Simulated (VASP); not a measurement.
Input of a VASP 6.6.1 run:

The input INCAR:

```
SYSTEM = MgV3
PREC = Accurate
ENCUT = 520
EDIFF = 1E-6
ISMEAR = 0
SIGMA = 0.1
LREAL = .FALSE.
LASPH = .TRUE.
NELM = 150
ALGO = Normal
ISIF = 2
LWAVE = .FALSE.
LCHARG = .FALSE.
ISPIN = 2
MAGMOM = 2 2 2 0
LORBIT = 11
LMAXMIX = 4
GGA = PE
NBANDS = 32
```

Contents of KPOINTS:

```
regular mesh
0
G
  12 12 12
  0 0 0
```

File POSCAR:

```
MgV3
1.0
    3.9030703298      0.0000000000      0.0000000000
    0.0000000000      3.9030703298      0.0000000000
    0.0000000000      0.0000000000      3.9030703298
V Mg
3 1
Direct
    0.0000000000      0.5000000000      0.5000000000
    0.5000000000      0.0000000000      0.5000000000
    0.5000000000      0.5000000000      0.0000000000
    0.0000000000      0.0000000000      0.0000000000
```

Potentials or basis: VASP PAW PBE potentials, release 64 (V_sv, Mg).

The run is started by

```console
$ cat potpaw_PBE.64/V_sv/POTCAR potpaw_PBE.64/Mg/POTCAR > POTCAR
$ mpirun -np 1 vasp_std > vasp.out
```

Estimate the net moment.

1.15 μB per cell.

Estimate the pressure.

0.2 GPa.
